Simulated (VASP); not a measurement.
Runs of VASP 6.6.1 on Ir. The structure is that of space group P6_3/mmc (No. 194), or close to it. The cells are those of the table. 

```tsv
potentials or basis	cell	cutoff (eV)	second run	gap on the mesh (eV)	pressure (GPa)
VASP PAW PBE potentials, release 64 (Ir)	a = 2.793, b = 2.793, c = 4.462 Å, angles 90.0, 90.0, 120.0°, 2 atoms	520	-	none	(c)
VASP PAW PBE potentials, release 64 (Ir)	a = 2.710, b = 2.710, c = 4.328 Å, angles 90.0, 90.0, 120.0°, 2 atoms	520	-	none	11.5
VASP PAW PBE potentials, release 64 (Ir)	a = 2.834, b = 2.834, c = 4.328 Å, angles 90.0, 90.0, 120.0°, 2 atoms	520	-	none	(a)
VASP PAW PBE potentials, release 64 (Ir_sv_GW)	a = 2.669, b = 2.669, c = 4.395 Å, angles 90.0, 90.0, 120.0°, 2 atoms	500	valence_matched	none	13.8
VASP PAW PBE potentials, release 64 (Ir_sv_GW)	a = 2.751, b = 2.751, c = 4.328 Å, angles 90.0, 90.0, 120.0°, 2 atoms	500	valence_matched	none	-4.5
VASP PAW PBE potentials, release 64 (Ir_sv_GW)	a = 2.710, b = 2.710, c = 4.328 Å, angles 90.0, 90.0, 120.0°, 2 atoms	500	valence_matched	none	7.1
VASP PAW PBE potentials, release 64 (Ir)	a = 2.793, b = 2.793, c = 4.596 Å, angles 90.0, 90.0, 120.0°, 2 atoms	520	-	none	-28.1
VASP PAW PBE potentials, release 64 (Ir)	a = 2.834, b = 2.834, c = 4.395 Å, angles 90.0, 90.0, 120.0°, 2 atoms	520	-	none	(b)
VASP PAW PBE potentials, release 64 (Ir)	a = 2.669, b = 2.669, c = 4.328 Å, angles 90.0, 90.0, 120.0°, 2 atoms	520	-	none	26.0
VASP PAW PBE potentials, release 64 (Ir)	a = 2.751, b = 2.751, c = 4.529 Å, angles 90.0, 90.0, 120.0°, 2 atoms	520	-	none	-16.4
VASP PAW PBE potentials, release 64 (Ir)	a = 2.834, b = 2.834, c = 4.596 Å, angles 90.0, 90.0, 120.0°, 2 atoms	520	-	none	-34.3
VASP PAW PBE potentials, release 64 (Ir)	a = 2.751, b = 2.751, c = 4.328 Å, angles 90.0, 90.0, 120.0°, 2 atoms	520	-	none	-0.4
```

Alike in all rows: task single point; level PBEsol; no spin polarisation; k mesh 18 × 18 × 12; smearing gaussian 0.15 eV.

Problem. Estimate the missing entries.

Solution. (a) -18.7; (b) -23.4; (c) -20.5.

Caveats: the PAW data sets were made with another functional, which shifts forces and pressure a little; spin-orbit coupling is left out, which moves the levels of the heavy elements.

A k mesh can miss the band edges, and the runs leave out spin-orbit coupling on Ir.

A gap of «none» marks levels without a gap at the run's occupations.

The runs don't all hold the same shells in valence.
